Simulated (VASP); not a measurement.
# Al9C in VASP: relaxation of the atoms with PBEsol

Aim: the relaxation of the atoms of Al9C with PBEsol.

All numbers are computed with VASP 6.6.1; they aren't measurements. Logs are shortened: lines on timing, memory, paths and dates and some standing lists are left out, and cuts for length are marked.

## (1) The cell of the first run

The cell holds a slab with vacuum, 10 atoms: a = 2.836 Å, b = 2.836 Å, c = 34.138 Å, α = 90.00°, β = 90.00°, γ = 120.00°.

## (2) Relaxation of the atoms, PBEsol

The input, INCAR:

```
PREC = Accurate ; ENCUT = 520
EDIFF = 1E-7 ; ISMEAR = 0
SIGMA = 0.1 ; LREAL = F
LASPH = T ; NELM = 100
ALGO = Normal ; ISIF = 2
LWAVE = F ; LCHARG = F
LDIPOL = T ; IDIPOL = 3
DIPOL = 0.5 0.5 0.423 ; GGA = PS
IBRION = 2 ; NSW = 36
EDIFFG = -0.025
```

The input, KPOINTS:

```
Automatic mesh
0
Gamma
  12 12 1
```

The input, POSCAR:

```
Al9C
1.0
    2.8360890835      0.0000000000      0.0000000000
   -1.4180445418      2.4561251937      0.0000000000
    0.0000000000      0.0000000000     34.1378328992
Al C
9 1
Selective dynamics
Direct
    0.3333333333      0.6666666667      0.1171720540  F F F
    0.0000000000      0.0000000000      0.1854391542  F F F
    0.6666666667      0.3333333333      0.2537062546  F F F
    0.0000000000      0.0000000000      0.3219733548  F F F
    0.3333333333      0.6666666667      0.3896661170  F F F
    0.0000000000      0.0000000000      0.4573304552  F F F
    0.6666666667      0.3333333333      0.5260691483  F F F
    0.0000000000      0.0000000000      0.5941774963  F F F
    0.3333333333      0.6666666667      0.6631303447  F F F
    0.3333333333      0.6666666667      0.7211305115  F F T
```

Potentials or basis: VASP PAW PBE potentials, release 64 (Al, C).

Started as:

```console
$ cat potpaw_PBE.64/Al/POTCAR potpaw_PBE.64/C/POTCAR > POTCAR
$ mpirun -np 1 vasp_std > vasp.out
```

OUTCAR:

```text
PREC = Accurate
   ENCUT = 520
   EDIFF = 1E-7
   ISMEAR = 0
   LREAL = F
   LASPH = T
   NELM = 100
   ISIF = 2
   GGA = PS
   IBRION = 2
   NSW = 36
   EDIFFG = -0.025

 ion  position               nearest neighbor table
   1  0.333  0.667  0.117-   2 2.85   2 2.85   2 2.85
   2  0.000  0.000  0.185-   1 2.85   1 2.85   1 2.85   3 2.85   3 2.85   3 2.85
   3  0.667  0.333  0.254-   4 2.85   4 2.85   4 2.85   2 2.85   2 2.85   2 2.85
   4  0.000  0.000  0.322-   5 2.83   5 2.83   5 2.83   3 2.85   3 2.85   3 2.85
   5  0.333  0.667  0.390-   6 2.83   6 2.83   6 2.83   4 2.83   4 2.83   4 2.83
   6  0.000  0.000  0.457-   5 2.83   5 2.83   5 2.83   7 2.86   7 2.86   7 2.86
   7  0.667  0.333  0.526-   8 2.84   8 2.84   8 2.84   6 2.86   6 2.86   6 2.86
   8  0.000  0.000  0.594-   7 2.84   7 2.84   7 2.84   9 2.87   9 2.87   9 2.87
   9  0.333  0.667  0.663-  10 1.98   8 2.87   8 2.87   8 2.87
  10  0.333  0.667  0.721-   9 1.98

  LATTYP: Found a hexagonal cell.
 ALAT       =     2.8360890835
 C/A-ratio  =    12.0369395651

  Lattice vectors:

 A1 = (   2.8360890835,   0.0000000000,   0.0000000000)
 A2 = (  -1.4180445418,   2.4561251937,   0.0000000000)
 A3 = (   0.0000000000,   0.0000000000,  34.1378328992)

Analysis of symmetry for initial positions (statically):
=====================================================================
 Subroutine PRICEL returns:
 Original cell was already a primitive cell.

 Routine SETGRP: Setting up the symmetry group for a
 hexagonal supercell.

 Subroutine GETGRP returns: Found  6 space group operations
 (whereof  6 operations were pure point group operations)
 out of a pool of 24 trial point group operations.

The static configuration has the point symmetry C_3v.

Analysis of symmetry for dynamics (positions and initial velocities):
=====================================================================
 Subroutine PRICEL returns:
 Original cell was already a primitive cell.

 Routine SETGRP: Setting up the symmetry group for a
 hexagonal supercell.

 Subroutine GETGRP returns: Found  6 space group operations
 (whereof  6 operations were pure point group operations)
 out of a pool of 24 trial point group operations.

The dynamic configuration has the point symmetry C_3v.

Analysis of constrained symmetry for selective dynamics:
=====================================================================
 Subroutine PRICEL returns:
[... 132 lines left out ...]
   EMIN   =  10.00;   EMAX   =-10.00  energy-range for DOS
   EFERMI =   0.00;   METHOD = LEGACY
   ISMEAR =     0;   SIGMA  =   0.10  broadening in eV -4-tet -1-fermi 0-gaus
   EFERMI_NEDOS =   21; number of points for ismear=-14 and -15
   IALGO  =     38    algorithm
   IMIX   =      4    mixing-type and parameters
     AMIX     =   0.40;   BMIX     =  1.00
     AMIX_MAG =   1.60;   BMIX_MAG =  1.00
  volume/ion in A,a.u.               =      23.78       160.47
  Fermi-wavevector in a.u.,A,eV,Ry     =   0.830093  1.568648  9.375149  0.689054
  Thomas-Fermi vector in A             =   1.942751
   LORBIT       =      0    0 simple, 1 ext, 2 COOP (PROOUT), +10 PAW based schemes
   GGA     = PS    functional components
   LHFCALC =     F    Hartree Fock is set to
   AEXX    =    0.0000 exact exchange contribution
   IVDW    =     0    specifies the selected vdW correction
   LEPSILON=     F    determine dielectric tensor
   LRPA    =     F    only Hartree local field effects (RPA)
 conjugate gradient relaxation of ions
 non-spin polarized calculation
 Gauss-broadening in eV      SIGMA  =   0.10
  energy-cutoff  :      520.00
  volume of cell :      237.80
 maximum number of plane-waves:      6440
 NGX is ok and might be reduce to    24
   NGX = 11   NGY = 11   NGZ =127

--------------------------------------- Ionic step        1  -------------------------------------------

 number of electron      31.0000000 magnetization

 Free energy of the ion-electron system (eV)
  ---------------------------------------------------
  ext. energy  EPLUGINS =         0.00000000
  ---------------------------------------------------
  free energy    TOTEN  =       -40.55252784 eV

  energy without entropy =      -40.53215286  energy(sigma->0) =      -40.54234035

------------------------ aborting loop because EDIFF is reached ----------------------------------------

  FORCE on cell =-STRESS in cart. coord.  units (eV):
  Direction    XX          YY          ZZ          XY          YZ          ZX
  --------------------------------------------------------------------------------------
  -------------------------------------------------------------------------------------
  Total       -2.2720609     -2.2720609     -0.4380618      0.0000000      0.0000000      0.0000000
  in kB      -15.3082037    -15.3082037     -2.9514784      0.0000000      0.0000000      0.0000000
  external PRESSURE =     -11.1892952 kB  Pullay stress =       0.0000000 kB
[... 75 lines left out ...]
--------------------------------------- Ionic step        3  -------------------------------------------

 number of electron      31.0000000 magnetization

 dipolmoment           0.000000      0.000000      0.128147 electrons x Angstroem

 Free energy of the ion-electron system (eV)
  ---------------------------------------------------
  ext. energy  EPLUGINS =         0.00000000
  ---------------------------------------------------
  free energy    TOTEN  =       -40.55321939 eV

  energy without entropy =      -40.53287417  energy(sigma->0) =      -40.54304678

 E-fermi :   3.1142     XC(G=0):  -7.3168

 val. band max:        3.0732884184   @ k =   0.3333   0.1667   0.0000
 cond. band min:       3.1276586988   @ k =   0.2500   0.1667   0.0000
 fundamental gap:      0.0543702804
 Fermi energy:         3.1141671098

 k-point     1 :       0.0000    0.0000    0.0000
  band No.  band energies     occupation
      1      -8.2429      2.00000
      2      -8.0403      2.00000
      3      -7.7368      2.00000
      4      -7.3272      2.00000
      5      -6.7524      2.00000
      6      -6.0305      2.00000
[... 445 lines left out ...]
     20       2.6875      2.00000
     21       2.7944      1.99999

------------------------ aborting loop because EDIFF is reached ----------------------------------------

 vacuum level on the upper side and lower side of the slab       (xc-potential included)         1.628        -1.733

  FORCE on cell =-STRESS in cart. coord.  units (eV):
  Direction    XX          YY          ZZ          XY          YZ          ZX
  --------------------------------------------------------------------------------------
  -------------------------------------------------------------------------------------
  Total       -2.2925986     -2.2925986     -0.6729997      0.0000000      0.0000000      0.0000000
  in kB      -15.4465785    -15.4465785     -4.5343930      0.0000000      0.0000000      0.0000000
  external PRESSURE =     -11.8091834 kB  Pullay stress =       0.0000000 kB
[... 25 lines left out ...]
  FREE ENERGIE OF THE ION-ELECTRON SYSTEM (eV)
  ---------------------------------------------------
  free  energy   TOTEN  =       -40.5532193945 eV

  energy  without entropy=      -40.5328741715  energy(sigma->0) =      -40.54304678

 reached required accuracy - stopping structural energy minimisation

 vacuum level on the upper side and lower side of the slab        10.482         7.070
```

OSZICAR:

```text
N       E                     dE             d eps       ncg     rms          rms(c)
DAV:   1     0.811486479564E+02    0.81149E+02   -0.10603E+04   798   0.112E+03
DAV:   2    -0.316980850175E+02   -0.11285E+03   -0.10430E+03  1065   0.169E+02
DAV:   3    -0.406107791190E+02   -0.89127E+01   -0.85733E+01  1130   0.406E+01
[... 58 lines left out ...]
DAV:   5    -0.405532857575E+02    0.47514E-04   -0.14088E-03  1069   0.153E-01    0.389E-02
DAV:   6    -0.405532211682E+02    0.64589E-04   -0.78094E-04  1158   0.952E-02    0.945E-03
DAV:   7    -0.405532290364E+02   -0.78682E-05   -0.21308E-04  1077   0.523E-02    0.110E-02
DAV:   8    -0.405532189730E+02    0.10063E-04   -0.73451E-05  1046   0.309E-02    0.171E-03
DAV:   9    -0.405532193856E+02   -0.41254E-06   -0.36168E-06  1096   0.910E-03    0.123E-03
DAV:  10    -0.405532193945E+02   -0.89419E-08   -0.40102E-07   786   0.297E-03
   3 F= -.40553219E+02 E0= -.40543047E+02  d E =-.691551E-03
```

CONTCAR:

```text
Al9C
   1.00000000000000
     2.8360890835000001    0.0000000000000000    0.0000000000000000
    -1.4180445418000001    2.4561251937000002    0.0000000000000000
     0.0000000000000000    0.0000000000000000   34.1378328991999993
  Al              C
     9     1
Selective dynamics
Direct
     0.3333333332999970    0.6666666667000030    0.1171720540000010   F   F   F
     0.0000000000000000    0.0000000000000000    0.1854391541999973   F   F   F
     0.6666666667000030    0.3333333332999970    0.2537062545999973   F   F   F
     0.0000000000000000    0.0000000000000000    0.3219733548000008   F   F   F
     0.3333333332999970    0.6666666667000030    0.3896661169999973   F   F   F
     0.0000000000000000    0.0000000000000000    0.4573304552000010   F   F   F
     0.6666666667000030    0.3333333332999970    0.5260691483000031   F   F   F
     0.0000000000000000    0.0000000000000000    0.5941774962999986   F   F   F
     0.3333333332999970    0.6666666667000030    0.6631303447000008   F   F   F
     0.3333333332999970    0.6666666667000030    0.7214567278301374   F   F   T

  0.00000000E+00  0.00000000E+00  0.00000000E+00
  0.00000000E+00  0.00000000E+00  0.00000000E+00
  0.00000000E+00  0.00000000E+00  0.00000000E+00
  0.00000000E+00  0.00000000E+00  0.00000000E+00
  0.00000000E+00  0.00000000E+00  0.00000000E+00
  0.00000000E+00  0.00000000E+00  0.00000000E+00
  0.00000000E+00  0.00000000E+00  0.00000000E+00
  0.00000000E+00  0.00000000E+00  0.00000000E+00
  0.00000000E+00  0.00000000E+00  0.00000000E+00
  0.00000000E+00  0.00000000E+00  0.00000000E+00
```

Run time: 10 min. Hardware: 1 thread of Intel Xeon Platinum 8259CL at 2.50GHz (Skylake/Cascade Lake), shared host; peak memory 0.43 GiB.

Results:

```
Free energy               : -40.5532 eV
Energy gained by relaxing : 0.1 meV/atom
Ionic steps               : 3
```

Step by step:
| step | energy change (eV) | largest force on free atoms (eV/Å) | pressure (GPa) |
| --- | --- | --- | --- |
| 1 | 0.0000 | 0.1268 | -1.12 |
| 2 | -0.0006 | 0.0557 | -1.15 |
| 3 | -0.0007 | 0.0011 | -1.18 |

Final structure:
```
CELL_PARAMETERS angstrom
2.83609 0.00000 0.00000
-1.41804 2.45613 0.00000
0.00000 0.00000 34.13783
ATOMIC_POSITIONS crystal
Al 0.33333 0.66667 0.11717
Al 0.00000 0.00000 0.18544
Al 0.66667 0.33333 0.25371
Al 0.00000 0.00000 0.32197
Al 0.33333 0.66667 0.38967
Al 0.00000 0.00000 0.45733
Al 0.66667 0.33333 0.52607
Al 0.00000 0.00000 0.59418
Al 0.33333 0.66667 0.66313
C 0.33333 0.66667 0.72146
```

Levels at points of the mesh, in eV from the Fermi level:
```csv
k point,band 12,band 13,band 14,band 15,band 16,band 17,band 18,band 19
"(0.00, 0.00, 0.00)",-2.53,-1.29,0.04,1.50,2.96,3.38,3.38,4.10
"(0.50, 0.00, 0.00)",-2.90,-2.49,-2.23,-1.45,-1.28,-0.70,-0.30,0.18
```

Caveat: the highest band is partly filled, so the run has too few bands; the PAW data sets were made with another functional, which shifts forces and pressure a little.
